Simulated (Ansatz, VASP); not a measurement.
## NiO in VASP and in Ansatz

```xyz
2
Lattice="0.0000 2.1338 2.1338 2.1338 0.0000 2.1338 2.1338 2.1338 0.0000" Properties=species:S:1:pos:R:3 pbc="T T T"
Ni    0.0000    0.0000    0.0000
O     2.1338    2.1338    2.1338
```

Alike in both runs: task single point; functional PBE; k mesh 10 × 10 × 10; occupations gaussian, width 0.05 eV; collinear spin; Hubbard terms Ni d U = 6.2 eV.

|  | VASP | Ansatz |
| --- | --- | --- |
| version | VASP 6.6.1 | Ansatz 0.2.0 |
| potentials or method | VASP PAW PBE potentials, release 64 (Ni_sv_GW, O), cutoff 700 eV | scalar-relativistic, plane waves, PAW |
| valence electrons in the cell | 24 | 24 |

```csv
,VASP,Ansatz,Ansatz less VASP
gap on the k mesh at the Fermi level (eV),2.00,1.94,-0.066
least direct gap on the mesh (eV),3.17,2.89,-0.277
pressure (GPa),-2.2,0.0,+2.26
net moment per atom (μB),1.00,1.00,0.000
size of the moment on the site where the two differ most (μB),1.80,1.74,-0.060
```

Site moments also hang on the region over which each program counts them. The programs project onto different local orbitals, so the same U acts differently, and such runs can settle in different states. Ansatz's warnings: stability check not made.
